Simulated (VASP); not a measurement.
Input of a VASP 6.6.1 run:

The input INCAR:

```
PREC = Accurate ; ENCUT = 500
EDIFF = 1E-7 ; ISMEAR = 0
SIGMA = 0.01 ; LREAL = False
LASPH = True ; NELM = 120
ALGO = Normal ; ISIF = 3
LWAVE = False ; LCHARG = False
GGA = PE ; IVDW = 13
IBRION = 2 ; NSW = 100
EDIFFG = -0.01 ; GGA_COMPAT = False
NELMIN = 4
```

KPOINTS

```
Automatic mesh
0
Gamma
  5 5 5
```

The input POSCAR:

```
CdTe
1.0
    0.0000000000      3.2050000000      3.2050000000
    3.2050000000      0.0000000000      3.2050000000
    3.2050000000      3.2050000000      0.0000000000
Cd Te
1 1
Direct
    0.0000000000      0.0000000000      0.0000000000
    0.2500000000      0.2500000000      0.2500000000
```

Potentials or basis: VASP PAW PBE potentials, release 64 (Cd, Te).

The run is started by

```sh
$ cat potpaw_PBE.64/Cd/POTCAR potpaw_PBE.64/Te/POTCAR > POTCAR
$ mpirun -np 1 vasp_std > vasp.out
```

Task: What does it give for the dispersion energy per atom?

Result: -0.348 eV.

Task: Predict the relaxed volume.

Result: 34.71 Å³/atom.

Task: What does it give for the relaxed cell?

Result: a = 4.613 Å, b = 4.613 Å, c = 4.613 Å, α = 60.00°, β = 60.00°, γ = 60.00°.

Task: Predict the band gap on the k mesh.

Result: 0.71 eV.

The path:
```csv
step,energy change (eV),largest force (eV/Å),pressure (GPa),volume (Å³)
1,0.0000,0.0000,2.43,65.84
2,-0.0228,0.0000,-0.71,70.71
3,-0.0258,0.0000,0.01,69.41
```

Caveat: spin-orbit coupling is left out, which moves the levels of the heavy elements. Zero-point motion and thermal expansion aren't in these numbers.
